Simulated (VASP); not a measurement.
Runs of VASP 6.6.1 on In. The structure is that of space group P6/mmm (No. 191), or close to it. The cells are those of the table. This isn't the form of In at room conditions, which is tetragonal.

| cell | k mesh | gap on the mesh (eV) | pressure (GPa) |
| --- | --- | --- | --- |
| a = 5.433, b = 5.433, c = 3.399 Å, angles 90.0, 90.0, 120.0°, 3 atoms | 8 × 8 × 10 | none | (a) |
| a = 5.732, b = 5.732, c = 3.586 Å, angles 90.0, 90.0, 120.0°, 3 atoms | 8 × 8 × 10 | none | -1.2 |
| a = 5.586, b = 5.586, c = 3.495 Å, angles 90.0, 90.0, 120.0°, 3 atoms | 7 × 7 × 10 | none | 0.0 |
| a = 5.660, b = 5.660, c = 3.541 Å, angles 90.0, 90.0, 120.0°, 3 atoms | 8 × 8 × 10 | none | (b) |
| a = 5.353, b = 5.353, c = 3.349 Å, angles 90.0, 90.0, 120.0°, 3 atoms | 8 × 8 × 10 | none | 4.1 |

Alike in all rows: task single point; level BLYP; potentials or basis VASP PAW PBE potentials, release 64 (In_d); no spin polarisation; cutoff (eV) 520; smearing fermi-dirac 0.1 eV.

Question: Fill in the values left out.

Answer: (a) 2.4; (b) -0.6.

Caveats: the PAW data sets were made with another functional, which shifts forces and pressure a little; spin-orbit coupling is left out, which moves the levels of the heavy elements; the cell stands under pressure (at least some runs).

A k mesh can miss the band edges, and the runs leave out spin-orbit coupling on In.

A gap of «none» marks levels without a gap at the run's occupations.
